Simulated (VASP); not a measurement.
GaPtC4N4: single point with PBE

The system is GaPtC4N4.

```
CELL_PARAMETERS angstrom
6.00688 0.00000 0.00000
0.00000 6.00688 0.00000
0.00000 0.00000 6.00688
ATOMIC_POSITIONS crystal
Ga 0.00000 0.00000 0.00000
Pt 0.50000 0.50000 0.50000
C 0.18861 0.18861 0.18861
C 0.18861 0.81139 0.81139
C 0.81139 0.18861 0.81139
C 0.81139 0.81139 0.18861
N 0.30066 0.30066 0.30066
N 0.30066 0.69934 0.69934
N 0.69934 0.30066 0.69934
N 0.69934 0.69934 0.30066
```

| Item | Value |
| --- | --- |
| Program | VASP 6.6.1 |
| Task | single point |
| Functional | PBE |
| Potentials or basis | VASP PAW PBE potentials, release 64 (Ga_d, Pt, C, N) |
| Cutoff | 520 eV |
| k mesh | 4 × 4 × 4 |
| Occupations | gaussian, width 0.1 eV |
| Spin | collinear spin |
| Starting moments | [0.0, 1.0, 0.0, 0.0, 0.0, 0.0, 0.0, 0.0, 0.0, 0.0] μB |
| Dipole correction | no |
| Further INCAR settings | ALGO = Normal; EDIFF = 1e-06; NBANDS = 44 |

| Property | Result |
| --- | --- |
| Pressure | 0.6 GPa |
| Largest force | 0.407 eV/Å |
| Band gap on the k mesh | zero (filled and empty bands overlap) |
| Net moment | 1.00 μB per cell |
| Site moments | Ga +0.00; Pt +0.72; C +0.02; N +0.02 μB |
| Valence electrons inside the program's atomic spheres | Ga 11.85; Pt 9.16; C 2.63; N 3.85 |

Forces on the atoms (eV/Å):
```
Ga   0.000  0.000  0.000
Pt   0.000  0.000  0.000
C   -0.235 -0.235 -0.235
C   -0.235  0.235  0.235
C    0.235 -0.235  0.235
C    0.235  0.235 -0.235
N    0.223  0.223  0.223
N    0.223 -0.223 -0.223
N   -0.223  0.223 -0.223
N   -0.223 -0.223  0.223
```

Levels at points of the mesh, in eV from the Fermi level:
Spin up:
| k point | band 27 | band 28 | band 29 | band 30 | band 31 | band 32 | band 33 | band 34 |
| --- | --- | --- | --- | --- | --- | --- | --- | --- |
| (0.00, 0.00, 0.00) | -1.75 | -0.73 | -0.73 | -0.73 | 3.05 | 3.05 | 3.05 | 3.56 |
| (0.50, 0.00, 0.00) | -1.59 | -0.57 | -0.42 | -0.42 | 2.74 | 2.74 | 3.16 | 3.37 |
| (0.50, 0.50, 0.00) | -1.59 | -0.59 | -0.37 | -0.37 | 2.86 | 2.86 | 3.10 | 3.41 |
| (0.50, 0.50, 0.50) | -1.69 | -0.59 | -0.59 | -0.59 | 3.19 | 3.19 | 3.19 | 3.84 |
Spin down:
| k point | band 28 | band 29 | band 30 | band 31 | band 32 | band 33 |
| --- | --- | --- | --- | --- | --- | --- |
| (0.00, 0.00, 0.00) | -0.29 | -0.29 | -0.29 | 3.17 | 3.17 | 3.17 |
| (0.50, 0.00, 0.00) | -0.10 | 0.05 | 0.05 | 2.79 | 2.79 | 3.21 |
| (0.50, 0.50, 0.00) | -0.12 | 0.10 | 0.10 | 2.89 | 2.89 | 3.16 |
| (0.50, 0.50, 0.50) | -0.12 | -0.12 | -0.12 | 3.27 | 3.27 | 3.27 |

Wall time 4.1 min on 1 thread of Intel(R) Xeon(R) Platinum 8488C (Sapphire Rapids) (shared host), peak memory 0.49 GiB.

Caveat: spin-orbit coupling is left out, which moves the levels of the heavy elements.
